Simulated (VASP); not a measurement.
The system is LaSc2F.

```
CELL_PARAMETERS angstrom
3.93344 0.00000 0.00000
0.00000 3.93344 0.00000
0.00000 0.00000 5.34629
ATOMIC_POSITIONS crystal
La 0.50000 0.50000 0.50000
Sc 0.00000 0.00000 0.50000
Sc 0.50000 0.50000 0.00000
F 0.00000 0.00000 0.00000
```

The cell was built from a structure type or drawn by symmetry, and may not be a known phase.

- Program: VASP 6.6.1
- Task: relaxation of cell and atoms
- Functional: PBE
- Potentials or basis: VASP PAW PBE potentials, release 64 (La, Sc_sv, F)
- Cutoff: 600 eV
- k mesh: 4 × 4 × 4
- Occupations: gaussian, width 0.1 eV
- Spin: no spin polarisation

At the start: pressure 6.4 GPa; volume 20.68 Å³/atom.

Task: How do energy, volume and symmetry change on relaxing?

Result: Over 6 steps the energy falls by 72.4 meV/atom and the volume is 24.57 Å³/atom (+18.8 %); space group P4/mmm (No. 123, to 0.1 Å) before and after.

The path:
```tsv
step	energy change (eV)	largest force (eV/Å)	pressure (GPa)	volume (Å³)
1	0.0000	0.0000	6.35	82.72
2	-0.2468	0.0000	1.53	92.92
3	-0.2745	0.0000	0.09	97.40
4	-0.2753	0.0000	-0.20	98.37
5	-0.2862	0.0000	-0.15	98.32
6	-0.2894	0.0000	-0.10	98.27
```

Final structure:
```
La Sc F
1.0
     4.09025    0.00000    0.00000
     0.00000    4.09025    0.00000
     0.00000    0.00000    5.87373
La Sc F
1 2 1
Direct
  0.50000 0.50000 0.50000
  0.00000 0.00000 0.50000
  0.50000 0.50000 0.00000
  0.00000 0.00000 0.00000
```

Caveat: the k points lie up to 0.38 Å⁻¹ apart in the final cell, too coarse for converged energies and pressures of a metal; the volume moved by over 15 % at a fixed basis, so the end points are rough.
